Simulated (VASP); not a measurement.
# MgO2 (R-3m) in VASP: further runs, part 2 of 2

VASP 6.6.1.

### 4 Single point, PBEsol (strain -0.080 along x and y, -0.080 along z)

INCAR

```
PREC = Accurate
ENCUT = 840
EDIFF = 1E-6
ISMEAR = 0
SIGMA = 0.05
LREAL = F
LASPH = T
NELM = 120
ALGO = Normal
ISIF = 2
LWAVE = F
LCHARG = T
GGA = PS
LELF = T
LVHAR = T
NBANDS = 18
GGA_COMPAT = F
```

KPOINTS

```
regular mesh
0
Gamma
  12 12 12
```

POSCAR

```
MgO2
1.0
    1.4763801347      0.8523884682      3.2144605649
   -1.4763801347      0.8523884682      3.2144605649
    0.0000000000     -1.7047769364      3.2144605649
Mg O
1 2
Direct
    0.0000000000      0.0000000000      0.0000000000
    0.4287860000      0.4287860000      0.4287860000
    0.5712140000      0.5712140000      0.5712140000
```

Potentials or basis: VASP PAW PBE potentials, release 64 (Mg_sv, O).

The run is started by

```sh
$ cat potpaw_PBE.64/Mg_sv/POTCAR potpaw_PBE.64/O/POTCAR > POTCAR
$ mpirun -np 1 vasp_std > vasp.out
```

OUTCAR:

```text
PREC = Accurate
   ENCUT = 840
   EDIFF = 1E-6
   ISMEAR = 0
   LREAL = F
   LASPH = T
   NELM = 120
   ISIF = 2
   GGA = PS

 ion  position               nearest neighbor table
   1  0.000  0.000  0.000-   3 1.94   3 1.94   2 1.94   2 1.94   3 1.94   2 1.94
   2  0.429  0.429  0.429-   3 1.37   1 1.94   1 1.94   1 1.94
   3  0.571  0.571  0.571-   2 1.37   1 1.94   1 1.94   1 1.94

  LATTYP: Found a trigonal (rhomboedric) cell.
 ALAT       =     3.6385465678
 COS(alpha) =     0.6707160928

  Lattice vectors:

 A1 = (   1.4763801347,   0.8523884682,   3.2144605649)
 A2 = (  -1.4763801347,   0.8523884682,   3.2144605649)
 A3 = (   0.0000000000,  -1.7047769364,   3.2144605649)

Analysis of symmetry for initial positions (statically):
=====================================================================
 Subroutine PRICEL returns:
 Original cell was already a primitive cell.

 Routine SETGRP: Setting up the symmetry group for a
 trigonal (rhombohedral) supercell.

 Subroutine GETGRP returns: Found 12 space group operations
[... 161 lines left out ...]
  ext. energy  EPLUGINS =         0.00000000
  ---------------------------------------------------
  free energy    TOTEN  =       -16.46247717 eV

  energy without entropy =      -16.46247717  energy(sigma->0) =      -16.46247717

 E-fermi :   5.2468     XC(G=0): -11.9236

 val. band max:        4.9063069341   @ k =   0.5000   0.5000   0.5000
 cond. band min:       8.7877546220   @ k =   0.4167   0.4167   0.4167
 fundamental gap:      3.8814476880
 Fermi energy:         5.2468126071

 k-point     1 :       0.0000    0.0000    0.0000
  band No.  band energies     occupation
      1     -67.7421      2.00000
      2     -34.7282      2.00000
      3     -34.6745      2.00000
      4     -34.6745      2.00000
      5     -18.9787      2.00000
      6      -9.6017      2.00000
[... 481 lines left out ...]
      5     -18.1219      2.00000
      6     -10.2771      2.00000
[... 10 lines left out ...]
     17      21.7482      0.00000
     18      24.1793      0.00000

 [... further k-points ...]
[... 5 lines left out ...]
  --------------------------------------------------------------------------------------
  -------------------------------------------------------------------------------------
  Total        5.6894781      5.6894781     10.2783404      0.0000000      0.0000000      0.0000000
  in kB      375.5674095    375.5674095    678.4822140      0.0000000      0.0000000      0.0000000
  external PRESSURE =     476.5390110 kB  Pullay stress =       0.0000000 kB

 VOLUME and BASIS-vectors are now :
 -----------------------------------------------------------------------------
  energy-cutoff  :      840.00
  volume of cell :       24.27
      direct lattice vectors                 reciprocal lattice vectors
     1.476380135  0.852388468  3.214460565     0.338666166  0.195529002  0.103698063
    -1.476380135  0.852388468  3.214460565    -0.338666166  0.195529002  0.103698063
     0.000000000 -1.704776936  3.214460565     0.000000000 -0.391058004  0.103698063

 POSITION                                       TOTAL-FORCE (eV/Angst)
 -----------------------------------------------------------------------------------
      0.00000      0.00000      0.00000         0.000000      0.000000      0.000000
      0.00000      0.00000      4.13495         0.000000     -0.000000     -1.446902
      0.00000      0.00000      5.50843         0.000000      0.000000      1.446902
 -----------------------------------------------------------------------------------
    total drift:                               -0.000000      0.000000      0.000000

  FREE ENERGIE OF THE ION-ELECTRON SYSTEM (eV)
  ---------------------------------------------------
  free  energy   TOTEN  =       -16.4624771723 eV

  energy  without entropy=      -16.4624771723  energy(sigma->0) =      -16.46247717
```

stdout:

```text
POSCAR found type information on POSCAR MgO
 POSCAR found :  2 types and       3 ions
 scaLAPACK will be used
 -----------------------------------------------------------------------------
|                                                                             |
|                                                                             |
|     You enforced a specific xc type in the INCAR file but a different       |
|     I HOPE YOU KNOW WHAT YOU ARE DOING!                                     |
|                                                                             |
 -----------------------------------------------------------------------------

 LDA part: xc-table for (Slater+PW92), standard interpolation
 POSCAR, INCAR and KPOINTS ok, starting setup
 FFT: planning ... GRIDC
 FFT: planning ... GRID_SOFT
 FFT: planning ... GRID
 WAVECAR not read
 entering main loop
```

Run time: 2.2 min. Hardware: 1 thread of Intel Xeon Platinum 8488C (Sapphire Rapids), shared host; peak memory 0.3 GiB.

What came out:

```
Free energy            : -16.4625 eV
Pressure               : 47.7 GPa
Largest force          : 1.447 eV/Å
Band gap on the k mesh : 3.88 eV (least direct gap 3.94 eV)
```

Forces on the atoms (eV/Å):
```
Mg   0.000  0.000  0.000
O    0.000  0.000 -1.447
O    0.000  0.000  1.447
```

Stress tensor (GPa, compression positive):
```
37.56  0.00  0.00
 0.00 37.56  0.00
 0.00  0.00 67.85
```

Levels at points of the mesh, in eV from the valence-band top:
| k point | band 8 | band 9 | band 10 | band 11 | band 12 | band 13 | band 14 | band 15 |
| --- | --- | --- | --- | --- | --- | --- | --- | --- |
| (0.00, 0.00, 0.00) | -4.46 | -4.46 | -1.25 | -1.25 | 5.29 | 6.07 | 14.36 | 15.45 |
| (0.50, 0.00, 0.00) | -8.00 | -5.02 | -1.70 | -1.50 | 5.43 | 9.23 | 12.01 | 14.37 |
| (0.50, 0.50, 0.00) | -7.20 | -5.76 | -2.74 | -0.29 | 5.01 | 7.74 | 12.38 | 15.05 |
| (0.50, 0.50, 0.50) | -5.22 | -5.22 | 0.00 | 0.00 | 3.94 | 4.83 | 11.97 | 15.53 |

Caveat: the cell differs from its parent crystal (strain -0.080 along x and y, -0.080 along z); the stress differs along the axes, from 38 to 68 GPa; the PAW data sets were made with another functional, which shifts forces and pressure a little.

### 5 Single point, PBEsol (strain -0.080 along x and y, -0.040 along z)

INCAR

```
SYSTEM = MgO2
PREC = Accurate
ENCUT = 840
EDIFF = 1E-6
ISMEAR = 0
SIGMA = 0.05
LREAL = .FALSE.
LASPH = .TRUE.
NELM = 120
ALGO = Normal
ISIF = 2
LWAVE = .FALSE.
LCHARG = .FALSE.
GGA = PS
NBANDS = 18
GGA_COMPAT = .FALSE.
```

KPOINTS

```
regular mesh
0
G
  12 12 12
  0 0 0
```

POSCAR

```
MgO2
1.0
    1.4763801347      0.8523884682      3.3542197199
   -1.4763801347      0.8523884682      3.3542197199
    0.0000000000     -1.7047769364      3.3542197199
Mg O
1 2
Direct
    0.0000000000      0.0000000000      0.0000000000
    0.4287860000      0.4287860000      0.4287860000
    0.5712140000      0.5712140000      0.5712140000
```

The run is started by

```sh
$ cat potpaw_PBE.64/Mg_sv/POTCAR potpaw_PBE.64/O/POTCAR > POTCAR
$ mpirun -np 1 vasp_std > vasp.out
```

It took 4.7 min on 1 thread of Intel Xeon Platinum 8375C at 2.90GHz (Ice Lake), shared host; peak memory 0.29 GiB.

The run converged. Its results:

- Free energy: -16.7786 eV
- Pressure: 31.3 GPa
- Largest force: 0.392 eV/Å
- Band gap on the k mesh: 2.82 eV

Forces in eV/Å, atoms in the order of the input:
```
Mg   0.000  0.000  0.000
O    0.000  0.000  0.392
O    0.000  0.000 -0.392
```

Stress tensor (GPa, compression positive):
```
32.37  0.00  0.00
 0.00 32.37  0.00
 0.00  0.00 29.14
```

Levels at points of the mesh, in eV from the valence-band top:
```tsv
k point	band 7	band 8	band 9	band 10	band 11	band 12	band 13	band 14	band 15	band 16
(0.00, 0.00, 0.00)	-9.07	-3.77	-3.77	-1.07	-1.07	5.35	5.69	13.53	15.27	15.97
(0.50, 0.00, 0.00)	-7.73	-7.33	-4.33	-1.62	-1.52	4.58	9.56	12.40	14.14	15.22
(0.50, 0.50, 0.00)	-6.98	-6.58	-5.00	-2.73	-0.33	4.01	8.35	12.75	14.39	14.60
(0.50, 0.50, 0.50)	-5.48	-4.44	-4.44	0.00	0.00	2.82	5.47	11.40	16.06	16.06
```

Caveat: the cell differs from its parent crystal (strain -0.080 along x and y, -0.040 along z); the cell stands under pressure; the PAW data sets were made with another functional, which shifts forces and pressure a little. A k mesh can miss the band edges.

### 6 Summary

| cell | gap on the mesh (eV) | pressure (GPa) | largest force (eV/Å) |
| --- | --- | --- | --- |
| a = 4.271 Å, angles 47.9°, 3 atoms | 1.05 | -21.4 | 1.00 |
| a = 3.710 Å, angles 51.3°, 3 atoms | 3.10 | 14.8 | 3.20 |
| a = 3.639 Å, angles 47.9°, 3 atoms | 3.88 | 47.7 | 1.45 |
| a = 3.763 Å, angles 46.2°, 3 atoms | 2.82 | 31.3 | 0.39 |

Alike in all rows: task single point; level PBEsol; potentials or basis VASP PAW PBE potentials, release 64 (Mg_sv, O); no spin polarisation; k mesh 12 × 12 × 12; cutoff (eV) 840; smearing gaussian 0.05 eV.

Caveats: the PAW data sets were made with another functional, which shifts forces and pressure a little; the stress differs along the axes, from -30 to -17 GPa (at least some runs); the stress differs along the axes, from -1 to 47 GPa (at least some runs); the stress differs along the axes, from 38 to 68 GPa (at least some runs); the cell stands under pressure (at least some runs).

Absolute energies hang on the potentials; compare differences alone.
